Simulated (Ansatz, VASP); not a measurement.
## Ca7Y: VASP beside Ansatz

INCAR

```
ALGO = Fast ; EDIFF = 1E-6
EDIFFG = -0.01 ; ENCUT = 600
GGA = PE ; IBRION = 2
ISIF = 3 ; ISMEAR = 0
KPAR = 4 ; LASPH = T
LCHARG = F ; LREAL = F
LWAVE = F ; NELM = 80
NSW = 100 ; PREC = Accurate
SIGMA = 0.1
```

The input KPOINTS:

```
k-points
0
Gamma
  6 6 6
```

The input POSCAR:

```
Ca7Y
1.0
    6.8629844000      0.0000000000      0.0000000000
    0.0000000000      6.8629844000      0.0000000000
    0.0000000000      0.0000000000      6.9202149000
Ca Y
7 1
Direct
    0.0000000000      0.2517150000      0.2420030000
    0.5000000000      0.0000000000      0.2506070000
    0.7482850000      0.0000000000      0.7579970000
    0.0000000000      0.7482850000      0.2420030000
    0.0000000000      0.5000000000      0.7493930000
    0.5000000000      0.5000000000      0.5000000000
    0.2517150000      0.0000000000      0.7579970000
    0.5000000000      0.5000000000      0.0000000000
```

Input for Ansatz:

```yaml
crystal:
  lattice:
    - [6.8629844, 0.0, 0.0]
    - [0.0, 6.8629844, 0.0]
    - [0.0, 0.0, 6.9202149]
  atoms:
    - { symbol: Ca, position: [0.0, 0.251715, 0.242003] }
    - { symbol: Ca, position: [0.5, 0.0, 0.250607] }
    - { symbol: Ca, position: [0.748285, 0.0, 0.757997] }
    - { symbol: Ca, position: [0.0, 0.748285, 0.242003] }
    - { symbol: Ca, position: [0.0, 0.5, 0.749393] }
    - { symbol: Ca, position: [0.5, 0.5, 0.5] }
    - { symbol: Ca, position: [0.251715, 0.0, 0.757997] }
    - { symbol: "Y", position: [0.5, 0.5, 0.0] }
basis:
  ecutwfc: 420
kpoints:
  mp_grid: { grid: [6, 6, 6] }
hamiltonian:
  xc: pbe
scf:
  occupations: { method: gaussian, width: 0.1 }
output:
  forces: true
  stress: true
  eigenvalues: true
  write_density: true
  write_potential: true
  elf: true
  volumetric_format: npy
relax:
  adjacent_minimum: "off"
  f_tol: 0.01
  max_steps: 80
  cell: { stress_tol: 0.05 }
```

Alike in both runs: task relaxation of cell and atoms; functional PBE; k mesh 6 × 6 × 6; occupations gaussian, width 0.1 eV; no spin polarisation.

```csv
,VASP,Ansatz
version,VASP 6.6.1,Ansatz 0.2.0
potentials or method,"VASP PAW PBE potentials, release 64 (Ca_sv, Y_sv), cutoff 600 eV","scalar-relativistic, plane waves, PAW"
valence electrons in the cell,81,81
```

```tsv
	VASP	Ansatz	Ansatz less VASP
gap on the k mesh at the Fermi level, each at its own relaxed structure (eV)	none	none	-
relaxed volume (Å³/atom)	40.86	40.77	-0.095
relaxed cell length with the largest relative difference (Å)	6.873	6.865	-0.0075
```

A gap of «none» marks a metal or a gap that the smearing closes.
